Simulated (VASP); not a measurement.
The system is FeO (Wuestite).

```
CELL_PARAMETERS angstrom
1.48782 0.85899 2.46814
-1.48782 0.85899 2.46814
0.00000 -1.71798 2.46814
ATOMIC_POSITIONS crystal
Fe 0.00000 0.00000 0.00000
O 0.50000 0.50000 0.50000
```

Base run:

```yaml
Program: VASP 6.6.1
Functional: LDA
Potentials_or_basis: VASP PAW LDA potentials, release 64 (Fe_sv, O)
Cutoff: 600 eV
k_mesh: 9 × 9 × 9
Occupations: fermi-dirac, width 0.05 eV
Spin: collinear spin, ferromagnetic start
Starting_moments: "[3.0, 0.0] μB"
```

Its results: pressure -9.9 GPa; net moment 3.85 μB per cell; site moments Fe +3.33; O +0.29 μB.

The run is repeated on the same cell with these changes: potentials or basis from VASP PAW LDA potentials, release 64 (Fe_sv, O) to VASP PAW LDA potentials, release 64 (Fe, O); cutoff from 600 eV to 520 eV; further incar settings from ALGO = Normal; EDIFF = 1e-06; NBANDS = 22 to ALGO = Normal; EDIFF = 1e-06; NBANDS = 18; valence electrons from 22 to 14. What comes out?

Pressure -7.4 GPa; net moment 3.84 μB per cell; site moments Fe +3.46; O +0.29 μB.

Caveats: a cell with one magnetic atom can't hold antiferromagnetic order, which such compounds often take.
